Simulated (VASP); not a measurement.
**Cu: single point with PBEsol**

Crystal: Cu.

```
Cu
1.0
     0.00000    1.76231    1.71713
     1.76231    0.00000    1.71713
     1.76231    1.76231    0.00000
Cu
1
Direct
  0.00000 0.00000 0.00000
```

This cell differs from its parent crystal: strain -0.025 along x and y, -0.050 along z.

- Program: VASP 6.6.1
- Task: single point
- Functional: PBEsol
- Potentials or basis: VASP PAW PBE potentials, release 64 (Cu)
- Cutoff: 520 eV
- k mesh: 22 × 22 × 22
- Occupations: gaussian, width 0.15 eV
- Spin: no spin polarisation
- Dipole correction: no
- Further INCAR settings: ALGO = Normal; EDIFF = 1e-06; NBANDS = 12

* Pressure: 12.3 GPa

Stress tensor (GPa, compression positive):
```
11.68  0.00  0.00
 0.00 11.68  0.00
 0.00  0.00 13.50
```

Levels at points of the mesh, in eV from the Fermi level:
| k point | band 4 | band 5 | band 6 | band 7 | band 8 | band 9 |
| --- | --- | --- | --- | --- | --- | --- |
| (0.00, 0.00, 0.00) | -3.28 | -2.47 | -2.33 | 23.39 | 26.74 | 26.74 |
| (0.50, 0.00, 0.00) | -1.77 | -1.70 | -1.36 | 4.27 | 21.70 | 23.18 |
| (0.50, 0.50, 0.00) | -1.56 | -1.56 | 1.78 | 8.31 | 13.40 | 13.40 |
| (0.50, 0.00, 0.50) | -1.62 | -1.53 | 1.17 | 7.59 | 14.05 | 14.06 |

Run time: 56 s on 1 thread of Intel(R) Xeon(R) Platinum 8375C CPU @ 2.90GHz (Ice Lake) (shared host), peak memory 0.21 GiB.

Caveat: the cell differs from its parent crystal (strain -0.025 along x and y, -0.050 along z); the PAW data sets were made with another functional, which shifts forces and pressure a little.
